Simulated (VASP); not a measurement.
# PbSe: electric field gradients with LDA

PbSe:

```
CELL_PARAMETERS angstrom
0.00000 3.06065 3.06065
3.06065 0.00000 3.06065
3.06065 3.06065 0.00000
ATOMIC_POSITIONS crystal
Pb 0.00000 0.00000 0.00000
Se 0.50000 0.50000 0.50000
```

* Program: VASP 6.6.1
* Task: electric field gradients
* Functional: LDA
* Potentials or basis: VASP PAW LDA potentials, release 64 (Pb_d, Se)
* Cutoff: 400 eV
* k mesh: 8 × 8 × 8
* Occupations: fermi-dirac, width 0.02 eV
* Spin: no spin polarisation
* Dipole correction: no
* Further INCAR settings: ALGO = Normal; EDIFF = 1e-08; NBANDS = 17

* Pressure: -2.0 GPa
* Band gap on the k mesh: 0.16 eV
* Largest electric field gradient by atom: zero within the noise of the run

Levels at points of the mesh, in eV from the valence-band top:
```tsv
k point	band 8	band 9	band 10	band 11	band 12	band 13
(0.00, 0.00, 0.00)	-1.87	-1.87	-1.87	4.60	4.60	4.60
(0.50, 0.00, 0.00)	-1.45	-1.45	0.00	0.16	1.60	1.60
(0.50, 0.50, 0.00)	-5.02	-3.25	-3.25	3.61	5.51	5.51
```

Wall time 9.9 s on 1 thread of Intel(R) Xeon(R) Platinum 8559C (Emerald Rapids), with other jobs on the host, peak memory 0.14 GiB.

Caveat: spin-orbit coupling is left out, which moves the levels of the heavy elements. A k mesh can miss the band edges.
